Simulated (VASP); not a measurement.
Wanted: the native input for a VASP 6.6.1 run.

| Property | Result |
| --- | --- |
| Task | single point |
| Functional | LDA |
| Potentials or basis | VASP PAW LDA potentials, release 64 (Sc_sv, Li_sv) |
| Cutoff | 520 eV |
| k mesh | 7 × 7 × 7 |
| Occupations | fermi-dirac, width 0.05 eV |
| Spin | no spin polarisation |
| Dipole correction | no |
| Further INCAR settings | ALGO = Normal; EDIFF = 1e-07; NBANDS = 14 |

The structure of LiSc lies in POSCAR:

```
LiSc
1.0
    3.3949198930      0.0000000000      0.0000000000
    0.0000000000      3.3949198930      0.0000000000
    0.0000000000      0.0000000000      3.3949198930
Sc Li
1 1
Direct
    0.0000000000      0.0000000000      0.0000000000
    0.5000000000      0.5000000000      0.5000000000
```

These files were run (other wordings do the same):

INCAR

```
SYSTEM = LiSc
ALGO = Normal
EDIFF = 1E-7
ENCUT = 520
ISIF = 2
ISMEAR = -1
LASPH = .TRUE.
LCHARG = .FALSE.
LREAL = .FALSE.
LWAVE = .FALSE.
NBANDS = 14
NELM = 100
PREC = Accurate
SIGMA = 0.05
```

KPOINTS

```
k-points
0
G
  7 7 7
  0 0 0
```

Potentials or basis: VASP PAW LDA potentials, release 64 (Sc_sv, Li_sv).

Run with:

```sh
$ cat potpaw_LDA.64/Sc_sv/POTCAR potpaw_LDA.64/Li_sv/POTCAR > POTCAR
$ mpirun -np 1 vasp_std > vasp.out
```

Results of the run:

```yaml
Band_gap_on_the_k_mesh: zero (band 7 reaches 2.86 eV, above the bottom of band 8 at 2.06 eV)
```

Wall time 12 s on 1 thread of Intel(R) Xeon(R) Platinum 8259CL CPU @ 2.50GHz (Skylake/Cascade Lake), on a shared host, peak memory 0.14 GiB.
